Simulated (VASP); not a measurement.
TaN, 2 atoms in the cell. It takes space group P-6m2 (No. 187, hexagonal). The conventional cell has a = 2.938 Å, b = 2.938 Å, c = 2.883 Å, α = 90.00°, β = 90.00°, γ = 120.00°. Within 2.9 Å of Ta (site symmetry -6m2) lie 6 N at 2.23 Å and 2 Ta at 2.88 Å. N (site symmetry -6m2) has 6 Ta at 2.23 Å and 2 N at 2.88 Å within 2.9 Å. 

- Program: VASP 6.6.1
- Task: single point
- Functional: LDA
- Potentials or basis: VASP PAW LDA potentials, release 64 (Ta_sv_GW, N)
- Cutoff: 600 eV
- k mesh: 10 × 10 × 9
- Occupations: fermi-dirac, width 0.05 eV
- Spin: no spin polarisation
- Dipole correction: no
- Second run: valence_matched
- Further INCAR settings: ALGO = Normal; EDIFF = 1e-06; NBANDS = 16

Potentials or basis: VASP PAW LDA potentials, release 64 (Ta_sv_GW, N).

Launch:

```bash
$ cat potpaw_LDA.64/Ta_sv_GW/POTCAR potpaw_LDA.64/N/POTCAR > POTCAR
$ mpirun -np 1 vasp_std > vasp.out
```

Hardware: 1 thread of Intel(R) Xeon(R) Platinum 8559C (Emerald Rapids), with other jobs on the host.

**Question.** How long does it take, and how much memory?

**Answer.** Wall time 9.9 s on 1 thread of Intel(R) Xeon(R) Platinum 8559C (Emerald Rapids) (shared host), peak memory 0.15 GiB. Counts: scf iterations 13, k points 70.
